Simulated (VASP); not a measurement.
# Br (Fm-3m) in VASP: single point with LDA

Aim: the single point of Br with LDA.

Everything below comes from runs of VASP 6.6.1. Logs are shortened: lines on timing, memory, paths and dates and some standing lists are left out, and cuts for length are marked.

### Step 1. The cell of the first run

It takes space group Fm-3m (No. 225, cubic). Conventional cell: a = 6.854 Å, b = 6.854 Å, c = 6.854 Å, α = 90.00°, β = 90.00°, γ = 90.00°.

### Step 2. Single point, LDA

The input, INCAR:

```
SYSTEM = Br
PREC = Accurate
ENCUT = 520
EDIFF = 1E-6
ISMEAR = -1
SIGMA = 0.1
LREAL = .FALSE.
LASPH = .TRUE.
NELM = 80
ALGO = Normal
ISIF = 2
LWAVE = .FALSE.
LCHARG = .FALSE.
GGA = CA
NBANDS = 10
```

The input, KPOINTS:

```
regular mesh
0
G
  6 6 6
  0 0 0
```

The input, POSCAR:

```
Br
1.0
    0.0000000000      3.4270000000      3.4270000000
    3.4270000000      0.0000000000      3.4270000000
    3.4270000000      3.4270000000      0.0000000000
Br
1
Direct
    0.5000000000      0.5000000000      0.5000000000
```

Potentials or basis: VASP PAW LDA potentials, release 64 (Br).

On the command line:

```sh
$ cat potpaw_LDA.64/Br/POTCAR > POTCAR
$ mpirun -np 1 vasp_std > vasp.out
```

OUTCAR:

```text
SYSTEM = Br
   PREC = Accurate
   ENCUT = 520
   EDIFF = 1E-6
   ISMEAR = -1
   LREAL = .FALSE.
   LASPH = .TRUE.
   NELM = 80
   ISIF = 2
   GGA = CA

 ion  position               nearest neighbor table
   1  0.500  0.500  0.500-

  LATTYP: Found a face centered cubic cell.
 ALAT       =     6.8540000000

  Lattice vectors:

 A1 = (   0.0000000000,   3.4270000000,   3.4270000000)
 A2 = (   3.4270000000,   0.0000000000,   3.4270000000)
 A3 = (   3.4270000000,   3.4270000000,   0.0000000000)

Analysis of symmetry for initial positions (statically):
=====================================================================
 Subroutine PRICEL returns:
 Original cell was already a primitive cell.

 Routine SETGRP: Setting up the symmetry group for a
 face centered cubic supercell.

 Subroutine GETGRP returns: Found 48 space group operations
 (whereof 48 operations were pure point group operations)
 out of a pool of 48 trial point group operations.

The static configuration has the point symmetry O_h .

Analysis of symmetry for dynamics (positions and initial velocities):
=====================================================================
 Subroutine PRICEL returns:
 Original cell was already a primitive cell.

 Routine SETGRP: Setting up the symmetry group for a
 face centered cubic supercell.

 Subroutine GETGRP returns: Found 48 space group operations
 (whereof 48 operations were pure point group operations)
 out of a pool of 48 trial point group operations.

The dynamic configuration has the point symmetry O_h .

 Subroutine INISYM returns: Found 48 space group operations
 (whereof 48 operations are pure point group operations),
 and found     1 'primitive' translations

----------------------------------------------------------------------------------------

                                     Primitive cell

  volume of cell :      80.4956

  direct lattice vectors                    reciprocal lattice vectors
     0.000000000  3.427000000  3.427000000    -0.145900204  0.145900204  0.145900204
     3.427000000  0.000000000  3.427000000     0.145900204 -0.145900204  0.145900204
     3.427000000  3.427000000  0.000000000     0.145900204  0.145900204 -0.145900204

  length of vectors
     4.846509878  4.846509878  4.846509878     0.252706567  0.252706567  0.252706567

  position of ions in fractional coordinates (direct lattice)
     0.500000000  0.500000000  0.500000000

  ion indices of the primitive-cell ions
   primitive index   ion index
                 1           1

----------------------------------------------------------------------------------------

 KPOINTS: regular mesh

Automatic generation of k-mesh.
 Grid dimensions read from file:
 generate k-points for:    6    6    6

 Generating k-lattice:

  Cartesian coordinates                     Fractional coordinates (reciprocal lattice)
    -0.024316701  0.024316701  0.024316701     0.166666667  0.000000000  0.000000000
     0.024316701 -0.024316701  0.024316701     0.000000000  0.166666667  0.000000000
     0.024316701  0.024316701 -0.024316701     0.000000000  0.000000000  0.166666667

  Length of vectors
     0.042117761  0.042117761  0.042117761

  Shift w.r.t. Gamma in fractional coordinates (k-lattice)
     0.000000000  0.000000000  0.000000000

 Subroutine IBZKPT returns following result:
 ===========================================

 Found     16 irreducible k-points:

 Following reciprocal coordinates:
            Coordinates               Weight
  0.000000  0.000000  0.000000      1.000000
  0.166667  0.000000  0.000000      8.000000
  0.333333  0.000000  0.000000      8.000000
  0.500000  0.000000  0.000000      4.000000
  0.166667  0.166667  0.000000      6.000000
  0.333333  0.166667  0.000000     24.000000
[... 8 lines left out ...]
 -0.333333  0.333333  0.166667     24.000000
 -0.333333  0.500000  0.166667     12.000000
   k-points           NKPTS =     16   k-points in BZ     NKDIM =     16   number of bands    NBANDS=     10
   number of dos      NEDOS =    301   number of ions     NIONS =      1
   total plane-waves  NPLWV =  46656
   dimension x,y,z NGX =    36 NGY =   36 NGZ =   36
   dimension x,y,z NGXF=    72 NGYF=   72 NGZF=   72
   ions per type =               1
   NGX,Y,Z   is equivalent  to a cutoff of  12.35, 12.35, 12.35 a.u.
   NGXF,Y,Z  is equivalent  to a cutoff of  24.70, 24.70, 24.70 a.u.
 SYSTEM =  Br
   PREC   = accura    normal or accurate (medium, high low for compatibility)
   ISTART =      0    job   : 0-new  1-cont  2-samecut
   ICHARG =      2    charge: 1-file 2-atom 10-const
   ISPIN  =      1    spin polarized calculation?
   LNONCOLLINEAR =      F non collinear calculations
   LSORBIT =      F    spin-orbit coupling
   LASPH  =      T    aspherical Exc in radial PAW
   ENCUT  =  520.0 eV  38.22 Ry    6.18 a.u.   9.01  9.01  9.01*2*pi/ulx,y,z
   NELM   =     80;   NELMIN=  2; NELMDL= -5     # of ELM steps
   EDIFF  = 0.1E-05   stopping-criterion for ELM
   LREAL  =      F    real-space projection
   EDIFFG = 0.1E-04   stopping-criterion for IOM
   NSW    =      0    number of steps for IOM
   IBRION =     -1    ionic relax: 0-MD 1-quasi-New 2-CG
   NFREE  =      0    steps in history (QN), initial steepest desc. (CG)
   ISIF   =      2    stress and relaxation
   ISYM   =      2    0-nonsym 1-usesym 2-fastsym
   POTIM  = 0.5000    time-step for ionic-motion
   TEBEG  =    0.0;   TEEND  =   0.0 temperature during run
   PSTRESS=    0.0 pullay stress
   NELECT =       7.0000    total number of electrons
   NUPDOWN=      -1.0000    fix difference up-down
   EMIN   =  10.00;   EMAX   =-10.00  energy-range for DOS
   EFERMI =   0.00;   METHOD = LEGACY
   ISMEAR =    -1;   SIGMA  =   0.10  broadening in eV -4-tet -1-fermi 0-gaus
   EFERMI_NEDOS =   21; number of points for ismear=-14 and -15
   IALGO  =     38    algorithm
   IMIX   =      4    mixing-type and parameters
     AMIX     =   0.40;   BMIX     =  1.00
     AMIX_MAG =   1.60;   BMIX_MAG =  1.00
  volume/ion in A,a.u.               =      80.50       543.21
  Fermi-wavevector in a.u.,A,eV,Ry     =   0.725298  1.370615  7.157451  0.526058
  Thomas-Fermi vector in A             =   1.815985
   LORBIT       =      0    0 simple, 1 ext, 2 COOP (PROOUT), +10 PAW based schemes
   GGA     = CA    functional components
   LHFCALC =     F    Hartree Fock is set to
   AEXX    =    0.0000 exact exchange contribution
   IVDW    =     0    specifies the selected vdW correction
   LEPSILON=     F    determine dielectric tensor
   LRPA    =     F    only Hartree local field effects (RPA)
 non-spin polarized calculation
  energy-cutoff  :      520.00
  volume of cell :       80.50
 maximum number of plane-waves:      2200
   NGX = 17   NGY = 17   NGZ = 17

 number of electron       6.9999999 magnetization

 Free energy of the ion-electron system (eV)
  ---------------------------------------------------
  ext. energy  EPLUGINS =         0.00000000
  ---------------------------------------------------
  free energy    TOTEN  =        -0.41618212 eV

  energy without entropy =       -0.19759000  energy(sigma->0) =       -0.30688606

 E-fermi :  -5.1931     XC(G=0):  -5.3297

 val. band max:       -5.2008799331   @ k =  -0.1667   0.1667   0.0000
 cond. band min:      -5.1909178245   @ k =   0.1667   0.0000   0.0000
 fundamental gap:      0.0099621086
 Fermi energy:        -5.1931337149

 k-point     1 :       0.0000    0.0000    0.0000
  band No.  band energies     occupation
      1     -17.7519      2.00000
      2      -5.1727      0.89839
      3      -5.1727      0.89839
      4      -5.1727      0.89839
      5       0.4766      0.00000
      6       6.0038      0.00000
      7       6.0038      0.00000
      8       6.0038      0.00000
      9       7.7797      0.00000
     10       7.7797      0.00000

 k-point     2 :       0.1667    0.0000    0.0000
  band No.  band energies     occupation
      1     -17.7414      2.00000
      2      -5.3452      1.64119
      3      -5.1909      0.98892
      4      -5.1909      0.98892
      5       0.9269      0.00000
      6       5.2588      0.00000
      7       6.1386      0.00000
      8       6.1386      0.00000
      9       7.3940      0.00000
     10       7.3940      0.00000

 k-point     3 :       0.3333    0.0000    0.0000
  band No.  band energies     occupation
      1     -17.7203      2.00000
      2      -5.6490      1.97926
      3      -5.2266      1.16561
      4      -5.2266      1.16561
      5       1.9250      0.00000
      6       4.3861      0.00000
      7       5.9208      0.00000
      8       5.9208      0.00000
      9       7.9747      0.00000
     10       7.9752      0.00000

 k-point     4 :       0.5000    0.0000    0.0000
  band No.  band energies     occupation
      1     -17.7097      2.00000
      2      -5.7855      1.99466
      3      -5.2441      1.24926
      4      -5.2441      1.24926
      5       2.5519      0.00000
      6       3.9902      0.00000
      7       5.7239      0.00000
      8       5.7239      0.00000
      9       8.0730      0.00000
     10       9.1784      0.00000
[... 118 lines left out ...]
 k-point    14 :       0.5000    0.3333    0.1667
  band No.  band energies     occupation
      1     -17.7064      2.00000
      2      -5.6332      1.97575
      3      -5.4125      1.79942
      4      -5.2989      1.48441
      5       2.7489      0.00000
      6       4.3289      0.00000
      7       4.5243      0.00000
      8       6.4045      0.00000
      9       7.3999      0.00000
     10       8.8250      0.00000

 k-point    15 :      -0.3333    0.3333    0.1667
  band No.  band energies     occupation
      1     -17.6993      2.00000
      2      -5.6429      1.97797
      3      -5.4874      1.89981
      4      -5.3326      1.60258
      5       3.6486      0.00000
      6       3.6763      0.00000
      7       4.5848      0.00000
      8       6.0135      0.00000
      9       7.6631      0.00000
     10       8.7089      0.00000

 k-point    16 :      -0.3333    0.5000    0.1667
  band No.  band energies     occupation
      1     -17.6959      2.00000
      2      -5.6498      1.97942
      3      -5.4722      1.88429
      4      -5.3905      1.75605
      5       3.2743      0.00000
      6       4.1347      0.00000
      7       4.6265      0.00000
      8       5.8705      0.00000
      9       8.2190      0.00000
     10       9.0996      0.00000

------------------------ aborting loop because EDIFF is reached ----------------------------------------

  FORCE on cell =-STRESS in cart. coord.  units (eV):
  Direction    XX          YY          ZZ          XY          YZ          ZX
  --------------------------------------------------------------------------------------
  -------------------------------------------------------------------------------------
  Total       -0.4841983     -0.4841983     -0.4841983      0.0000000     -0.0000000      0.0000000
  in kB       -9.6374359     -9.6374359     -9.6374359      0.0000000     -0.0000000      0.0000000
  external PRESSURE =      -9.6374359 kB  Pullay stress =       0.0000000 kB

 VOLUME and BASIS-vectors are now :
 -----------------------------------------------------------------------------
  energy-cutoff  :      520.00
  volume of cell :       80.50
      direct lattice vectors                 reciprocal lattice vectors
     0.000000000  3.427000000  3.427000000    -0.145900204  0.145900204  0.145900204
     3.427000000  0.000000000  3.427000000     0.145900204 -0.145900204  0.145900204
     3.427000000  3.427000000  0.000000000     0.145900204  0.145900204 -0.145900204

 POSITION                                       TOTAL-FORCE (eV/Angst)
 -----------------------------------------------------------------------------------
      3.42700      3.42700      3.42700         0.000000      0.000000      0.000000
 -----------------------------------------------------------------------------------
    total drift:                                0.000000      0.000000      0.000000

  FREE ENERGIE OF THE ION-ELECTRON SYSTEM (eV)
  ---------------------------------------------------
  free  energy   TOTEN  =        -0.4161821237 eV

  energy  without entropy=       -0.1975900027  energy(sigma->0) =       -0.30688606
```

Run time: 4.1 s. Hardware: 1 thread of Intel Xeon 6975P-C (Granite Rapids), shared host; peak memory 0.16 GiB.

What came out:

```yaml
Free_energy: -0.4162 eV
Pressure: -1.0 GPa
```

Caveat: an odd number of electrons without spin polarisation forces a metal; a magnetic or distorted state may lie lower.
